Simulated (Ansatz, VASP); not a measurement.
## Two plane-wave programs on Sb

```
CELL_PARAMETERS angstrom
5.23719 0.00000 0.00000
-2.61860 4.53554 0.00000
0.00000 0.00000 3.12266
ATOMIC_POSITIONS crystal
Sb 0.00000 0.00000 0.00000
Sb 0.33333 0.66667 0.50000
Sb 0.66667 0.33333 0.50000
```

Alike in both runs: task single point; functional revPBE; k mesh 8 × 8 × 11; occupations fermi-dirac, width 0.1 eV; no spin polarisation.

|  | VASP | Ansatz |
| --- | --- | --- |
| version | VASP 6.6.1 | Ansatz 0.2.0 |
| potentials or method | VASP PAW PBE potentials, release 64 (Sb), cutoff 520 eV | plane waves (420 eV) with PAW, scalar-relativistic |
| valence electrons in the cell | 15 | 45 |

|  | VASP | Ansatz | Ansatz less VASP |
| --- | --- | --- | --- |
| pressure (GPa) | 9.1 | 9.3 | +0.17 |
| traceless stress, the component that is largest in VASP (GPa) | -1.79 | -1.80 | -0.005 |

VASP's potentials were made for PBE, not for revPBE. VASP's potentials hold 15 valence electrons a cell and Ansatz's 45, so a difference there can come from the potentials and not from the codes.

Neither program's run includes spin-orbit coupling.
